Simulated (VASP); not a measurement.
Here is a VASP 6.6.1 calculation.

File INCAR:

```
SYSTEM = SrO
PREC     = Accurate       ! precision mode
ENCUT    = 600            ! plane-wave cutoff, eV
EDIFF    = 1E-6           ! SCF threshold, eV
ISMEAR   = 0              ! smearing method
SIGMA    = 0.01           ! smearing width, eV
LREAL    = .False.        ! projectors in reciprocal space
LASPH    = .True.         ! aspherical terms in the spheres
NELM     = 120            ! most SCF steps
ALGO     = Normal         ! electronic algorithm
ISIF     = 2              ! what is computed and relaxed
LWAVE    = .False.        ! write WAVECAR
LCHARG   = .False.        ! write CHGCAR
GGA      = PS             ! functional
NBANDS   = 15             ! bands
GGA_COMPAT= .False.
```

The input KPOINTS:

```
regular mesh
0
Gamma
  6 6 6
  0 0 0
```

The input POSCAR:

```
SrO
1.0
    0.0000000000      2.5357135872      2.5357135872
    2.5357135872      0.0000000000      2.5357135872
    2.5357135872      2.5357135872      0.0000000000
Sr O
1 1
Direct
    0.0000000000      0.0000000000      0.0000000000
    0.5000000000      0.5000000000      0.5000000000
```

Potentials or basis: VASP PAW PBE potentials, release 64 (Sr_sv, O).

Run with:

```sh
$ cat potpaw_PBE.64/Sr_sv/POTCAR potpaw_PBE.64/O/POTCAR > POTCAR
$ mpirun -np 1 vasp_std > vasp.out
```

**Question.** Estimate the band gap on the k mesh.

**Answer.** 3.12 eV, indirect (least direct gap 3.18 eV).

**Question.** Predict the pressure.

**Answer.** 3.7 GPa.

Caveat: the PAW data sets were made with another functional, which shifts forces and pressure a little. A k mesh can miss the band edges.
